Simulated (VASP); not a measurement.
## BeS: G0W0 quasiparticle levels with PBE

Crystal: BeS.

```
CELL_PARAMETERS angstrom
0.00000 2.31730 2.31730
2.31730 0.00000 2.31730
2.31730 2.31730 0.00000
ATOMIC_POSITIONS crystal
Be 0.00000 0.00000 0.00000
S 0.50000 0.50000 0.50000
```

```
Program                         : VASP 6.6.1
Task                            : G0W0 quasiparticle levels
Functional                      : PBE
Potentials or basis             : VASP PAW PBE potentials, release 64 (Be_GW, S_GW)
Cutoff                          : 500 eV
k mesh                          : 6 × 6 × 6
Occupations                     : gaussian, width 0.01 eV
Spin                            : no spin polarisation
Dipole correction               : no
GW scheme                       : G0W0
GW iterations                   : 1
Cutoff of the response function : 200
Frequency points                : 96
Empty bands                     : 264
Further INCAR settings          : ALGO = EVGW0; EDIFF = 1e-08; NBANDS = 268
```

```
Quasiparticle gap                                   : 1.83 eV
Least direct quasiparticle gap                      : 5.08 eV
Band gap of the starting levels on the mesh         : 0.97 eV
Least direct gap of the starting levels on the mesh : 4.14 eV
```

Run time: 6.5 min on 1 thread of Intel(R) Xeon(R) 6975P-C (Granite Rapids), with other jobs on the host, peak memory 0.98 GiB.

Caveat: the k points lie up to 0.39 Å⁻¹ apart; bands, screening cutoff and mesh are small and nothing is extrapolated, so the quasiparticle values aren't converged; the structure was generated, so it needn't be the stable form of BeS.
